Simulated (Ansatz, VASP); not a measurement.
# One calculation of InSb, two programs

File INCAR:

```
SYSTEM = InSb
PREC = Accurate
ENCUT = 520
EDIFF = 1E-6
ISMEAR = 0
SIGMA = 0.1
LREAL = .FALSE.
LASPH = .TRUE.
NELM = 100
ALGO = Normal
ISIF = 2
LWAVE = .FALSE.
LCHARG = .FALSE.
GGA = PS
NBANDS = 16
```

Contents of KPOINTS:

```
regular mesh
0
G
  12 12 12
  0 0 0
```

The input POSCAR:

```
InSb
1.0
    0.0000000000      3.3238654676      3.3238654676
    3.3238654676      0.0000000000      3.3238654676
    3.3238654676      3.3238654676      0.0000000000
In Sb
1 1
Direct
    0.0000000000      0.0000000000      0.0000000000
    0.2500000000      0.2500000000      0.2500000000
```

Input for Ansatz:

```yaml
crystal:
  lattice:
    - [0.0, 3.3238654676, 3.3238654676]
    - [3.3238654676, 0.0, 3.3238654676]
    - [3.3238654676, 3.3238654676, 0.0]
  atoms:
    - { symbol: In, position: [0.0, 0.0, 0.0] }
    - { symbol: Sb, position: [0.25, 0.25, 0.25] }
basis:
  ecutwfc: 420
kpoints:
  mp_grid: { grid: [12, 12, 12] }
hamiltonian:
  xc: pbesol
scf:
  occupations: { method: gaussian, width: 0.1 }
output:
  forces: true
  stress: true
  eigenvalues: true
  write_density: true
  write_potential: true
  elf: true
  volumetric_format: npy
```

Alike in both runs: task single point; functional PBEsol; k mesh 12 × 12 × 12; occupations gaussian, width 0.1 eV; no spin polarisation.

|  | VASP | Ansatz |
| --- | --- | --- |
| version | VASP 6.6.1 | Ansatz 0.2.0 |
| potentials or method | VASP PAW PBE potentials, release 64 (In_d, Sb), cutoff 520 eV | scalar-relativistic, plane waves, PAW |
| valence electrons in the cell | 18 | 28 |

```csv
,VASP,Ansatz,Ansatz less VASP
gap on the k mesh at the Fermi level (eV),none,none,-
pressure (GPa),-2.2,-2.2,-0.01
```

VASP's potentials were made for PBE, not for PBEsol. A gap of «none» marks a metal or a gap that the smearing closes. The functional is the same, so the differences come from potentials, cutoffs and numerics. VASP's potentials hold 18 valence electrons a cell and Ansatz's 28, so a difference there can come from the potentials and not from the codes.

Spin-orbit coupling is off throughout.
